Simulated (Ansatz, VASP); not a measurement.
**Ca in VASP and in Ansatz**

```xyz
1
Lattice="0.0000 2.7844 2.7844 2.7844 0.0000 2.7844 2.7844 2.7844 0.0000" Properties=species:S:1:pos:R:3 pbc="T T T"
Ca    0.0000    0.0000    0.0000
```

Alike in both runs: functional r2SCAN; k mesh 14 × 14 × 14; occupations gaussian, width 0.1 eV; no spin polarisation.

Ansatz relaxed the structure, and its values are those at the end. VASP's run is a single point on that final structure, the one shown.

|  | VASP | Ansatz |
| --- | --- | --- |
| version | VASP 6.6.1 | Ansatz 0.2.0 |
| potentials or method | VASP PAW PBE potentials, release 64 (Ca_sv), cutoff 520 eV | scalar-relativistic, plane waves, PAW |
| valence electrons in the cell | 10 | 10 |

|  | VASP | Ansatz | Ansatz less VASP |
| --- | --- | --- | --- |
| gap on the k mesh at the Fermi level (eV) | none | none | - |
| pressure (GPa) | 0.0 | 0.0 | -0.05 |

VASP's potentials were made for PBE, not for r2SCAN. A gap of «none» marks a metal or a gap that the smearing closes.
